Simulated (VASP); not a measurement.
Input of a VASP 6.6.1 run:

INCAR

```
PREC = Accurate
ENCUT = 520
EDIFF = 1E-7
ISMEAR = 0
SIGMA = 0.1
LREAL = False
LASPH = True
NELM = 100
ALGO = Normal
ISIF = 2
LWAVE = False
LCHARG = False
GGA = PE
NBANDS = 19
```

KPOINTS

```
regular mesh
0
Gamma
  16 16 16
```

The input POSCAR:

```
PdC3
1.0
   -2.0679642555      2.0679642555      2.0679642555
    2.0679642555     -2.0679642555      2.0679642555
    2.0679642555      2.0679642555     -2.0679642555
Pd C
1 3
Direct
    0.0000000000      0.0000000000      0.0000000000
    0.0000000000      0.5000000000      0.5000000000
    0.5000000000      0.0000000000      0.5000000000
    0.5000000000      0.5000000000      0.0000000000
```

Potentials or basis: VASP PAW PBE potentials, release 64 (Pd, C).

The run is started by

```console
$ cat potpaw_PBE.64/Pd/POTCAR potpaw_PBE.64/C/POTCAR > POTCAR
$ mpirun -np 1 vasp_std > vasp.out
```

Task: Estimate the pressure.

Result: 0.0 GPa.

Task: Estimate the band gap on the k mesh.

Result: Zero (bands 11 and 12 overlap by 2.88 eV).
